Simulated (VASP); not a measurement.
A run of VASP 6.6.1 is set up as follows.

Contents of INCAR:

```
PREC = Accurate ; ENCUT = 520
EDIFF = 1E-7 ; ISMEAR = -1
SIGMA = 0.05 ; LREAL = F
LASPH = T ; NELM = 150
ALGO = Normal ; ISIF = 2
LWAVE = F ; LCHARG = F
ISPIN = 2 ; MAGMOM = 0.607
LORBIT = 11 ; LMAXMIX = 4
NBANDS = 15
```

KPOINTS

```
Automatic mesh
0
Gamma
  16 16 16
```

Contents of POSCAR:

```
Ni
1.0
    0.0000000000      1.7124646296      1.7124646296
    1.7124646296      0.0000000000      1.7124646296
    1.7124646296      1.7124646296      0.0000000000
Ni
1
Direct
    0.0000000000      0.0000000000      0.0000000000
```

Potentials or basis: VASP PAW LDA potentials, release 64 (Ni).

Launch:

```bash
$ cat potpaw_LDA.64/Ni/POTCAR > POTCAR
$ mpirun -np 1 vasp_std > vasp.out
```

**Question.** Predict the pressure.

**Answer.** -0.6 GPa.

**Question.** Estimate the net moment.

**Answer.** 0.57 μB per cell.

**Question.** Predict the site moments.

**Answer.** Ni +0.57 μB.
